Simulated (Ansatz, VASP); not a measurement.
**Two plane-wave programs on BaTiO3**

```
CELL_PARAMETERS angstrom
4.06224 0.00000 0.00000
0.00000 2.89269 2.90161
0.00000 -2.89269 2.90161
ATOMIC_POSITIONS crystal
Ba 0.00000 0.01170 0.01170
Ti 0.50000 0.52740 0.52740
O 0.00000 0.48982 0.48982
O 0.50000 0.49125 0.97604
O 0.50000 0.97604 0.49125
```

Change from the starting cell: volume scaled by 1.06, ions relaxed.

Alike in both runs: functional PBE; k mesh 8 × 8 × 8; occupations fermi-dirac, width 0.02 eV; no spin polarisation.

Ansatz relaxed the structure, and its values are those at the end. VASP's run is a single point on that final structure, the one shown.

```csv
,VASP,Ansatz
version,VASP 6.6.1,Ansatz 0.2.0
potentials or method,"VASP PAW PBE potentials, release 64 (Ba_sv, Ti_sv, O)","plane-wave PAW, scalar-relativistic"
plane-wave cutoff (eV),520,420
valence electrons in the cell,40,40
```

VASP gave:

```
gap on the k mesh at the Fermi level (eV) : 2.31
pressure (GPa)                            : -1.2
rms of the force components (eV/Å)        : 0.040
```

Question: Which values does Ansatz return?

Answer: gap on the k mesh at the Fermi level (eV): 2.35; pressure (GPa): -2.6; rms of the force components (eV/Å): 0.007.

Ansatz's warnings: stress scf threshold loose.

Spin-orbit coupling is off throughout.
